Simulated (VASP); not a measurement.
Runs of VASP 6.6.1 on SbMo2. The structure is that of space group Pn-3m (No. 224), or close to it. The cells are those of the table. 

```csv
task,cell,k mesh,gap on the mesh (eV),pressure (GPa)
relaxation of cell and atoms,"relaxed from a = 5.744 Å, 6 atoms",8 × 8 × 8,none,0.0
single point,"a = 5.744 Å, 6 atoms",4 × 4 × 4,none,0.0
single point,"a = 5.747 Å, 6 atoms",8 × 8 × 8,none,-0.1
relaxation of cell and atoms,"relaxed from a = 5.059 Å, 6 atoms",4 × 4 × 4,none,0.0
single point,"a = 5.059 Å, 6 atoms",4 × 4 × 4,none,(a)
```

Alike in all rows: level PBE; potentials or basis VASP PAW PBE potentials, release 64 (Sb, Mo_sv); no spin polarisation; cutoff (eV) 500; smearing gaussian 0.1 eV.

Problem. Estimate the missing entries.

Solution. (a) 53.4.

Caveats: spin-orbit coupling is left out, which moves the levels of the heavy elements; the relaxation stopped at its first step, so nothing moved (at least some runs); the cell stands under pressure (at least some runs).

A k mesh can miss the band edges, and the runs leave out spin-orbit coupling on Mo, Sb.

A gap of «none» marks levels without a gap at the run's occupations.
